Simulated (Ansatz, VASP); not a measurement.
**Two plane-wave programs on SiW6**

INCAR

```
SYSTEM = SiW6
PREC     = Accurate       ! precision mode
ENCUT    = 520            ! plane-wave cutoff, eV
EDIFF    = 1E-6           ! SCF threshold, eV
ISMEAR   = 0              ! smearing method
SIGMA    = 0.1            ! smearing width, eV
LREAL    = .FALSE.        ! projectors in reciprocal space
LASPH    = .TRUE.         ! aspherical terms in the spheres
NELM     = 60             ! most SCF steps
ALGO     = Normal         ! electronic algorithm
ISIF     = 2              ! what is computed and relaxed
LWAVE    = .FALSE.        ! write WAVECAR
LCHARG   = .FALSE.        ! write CHGCAR
LDIPOL   = .TRUE.       
IDIPOL   = 3            
DIPOL    = 0.5 0.5 0.322
GGA      = PE             ! functional
IVDW     = 12             ! dispersion correction
NBANDS   = 53             ! bands
```

KPOINTS

```
regular mesh
0
G
  6 6 1
  0 0 0
```

Contents of POSCAR:

```
SiW6
1.0
    4.4682526324      0.0000000000      0.0000000000
   -2.2341263162      3.8696202902      0.0000000000
    0.0000000000      0.0000000000     21.7259061349
W Si
6 1
Direct
    0.6666666667      0.3333333333      0.1841119986
    0.3333333333      0.6666666667      0.2260931360
    0.0000000000      0.0000000000      0.2680742733
    0.6666666667      0.3333333333      0.3070897866
    0.3333333333      0.6666666667      0.3466976876
    0.0000000000      0.0000000000      0.3832248047
    0.0000000000      0.0000000000      0.5397200035
```

Input for Ansatz:

```yaml
crystal:
  lattice:
    - [4.4682526324, 0.0, 0.0]
    - [-2.2341263162, 3.8696202902, 0.0]
    - [0.0, 0.0, 21.7259061349]
  atoms:
    - { symbol: W, position: [0.6666666667, 0.3333333333, 0.1841119986] }
    - { symbol: W, position: [0.3333333333, 0.6666666667, 0.226093136] }
    - { symbol: W, position: [0.0, 0.0, 0.2680742733] }
    - { symbol: W, position: [0.6666666667, 0.3333333333, 0.3070897866] }
    - { symbol: W, position: [0.3333333333, 0.6666666667, 0.3466976876] }
    - { symbol: W, position: [0.0, 0.0, 0.3832248047] }
    - { symbol: Si, position: [0.0, 0.0, 0.5397200035] }
basis:
  ecutwfc: 420
kpoints:
  mp_grid: { grid: [6, 6, 1] }
hamiltonian:
  xc: pbe
  pseudopotentials: { kind: paw, azcp: { folder: soft_1 } }
  dispersion: d3bj
scf:
  occupations: { method: gaussian, width: 0.1 }
output:
  forces: true
  eigenvalues: true
  write_density: true
  write_potential: true
  elf: true
  volumetric_format: npy
efield:
  axis: 3
  dipole_correction: true
  ramp_width: 0.04
```

Alike in both runs: task single point; functional PBE; dispersion D3(BJ); k mesh 6 × 6 × 1; occupations gaussian, width 0.1 eV; no spin polarisation.

|  | VASP | Ansatz |
| --- | --- | --- |
| version | VASP 6.6.1 | Ansatz 0.2.0 |
| potentials or method | VASP PAW PBE potentials, release 64 (W_sv, Si), cutoff 520 eV | scalar-relativistic, plane waves, PAW |
| valence electrons in the cell | 88 | 88 |

```csv
,VASP,Ansatz,Ansatz less VASP
gap on the k mesh at the Fermi level (eV),none,none,-
rms of the force components (eV/Å),0.859,0.849,-0.0101
```

Atom by atom the forces differ by 0.022 eV/Å (rms over components). A gap of «none» marks a metal or a gap that the smearing closes. Ansatz's warnings: dispersion switch in reach, vacuum below fermi, xc potential rough in thin density.

Spin-orbit coupling is off throughout.
